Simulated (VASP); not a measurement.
BN, 4 atoms in the cell. It takes space group Amm2 (No. 38, orthorhombic). The conventional cell has a = 6.617 Å, b = 2.506 Å, c = 4.341 Å, α = 90.00°, β = 90.00°, γ = 90.00°. B (site symmetry mm2) has 3 N at 1.45 Å within 1.9 Å. B (site symmetry mm2) has 2 N at 1.26 Å within 1.7 Å. Within 1.7 Å of N (site symmetry mm2) lie 2 B at 1.26 Å. N (site symmetry mm2) has 3 B at 1.45 Å within 1.9 Å.  This cell differs from its parent crystal: atom 3 (N) moved by (-0.600, +0.000) A along y and z.

| Property | Result |
| --- | --- |
| Program | VASP 6.6.1 |
| Task | single point |
| Functional | PBE |
| Dispersion | D3(BJ) |
| Potentials or basis | VASP PAW PBE potentials, release 64 (B, N) |
| Cutoff | 520 eV |
| k mesh | 12 × 12 × 4 |
| Occupations | gaussian, width 0.05 eV |
| Spin | no spin polarisation |
| Dipole correction | no |
| Further INCAR settings | ALGO = Normal; EDIFF = 1e-07; NBANDS = 16 |

Potentials or basis: VASP PAW PBE potentials, release 64 (B, N).

Command:

```console
$ cat potpaw_PBE.64/B/POTCAR potpaw_PBE.64/N/POTCAR > POTCAR
$ mpirun -np 1 vasp_std > vasp.out
```

Hardware: 1 thread of Intel(R) Xeon(R) Platinum 8259CL CPU @ 2.50GHz (Skylake/Cascade Lake), on a shared host.

Question: How long does it take, and how much memory?

Answer: Run time: 67 s on 1 thread of Intel(R) Xeon(R) Platinum 8259CL CPU @ 2.50GHz (Skylake/Cascade Lake) (shared host), peak memory 0.2 GiB. Counts: scf iterations 14, k points 129.
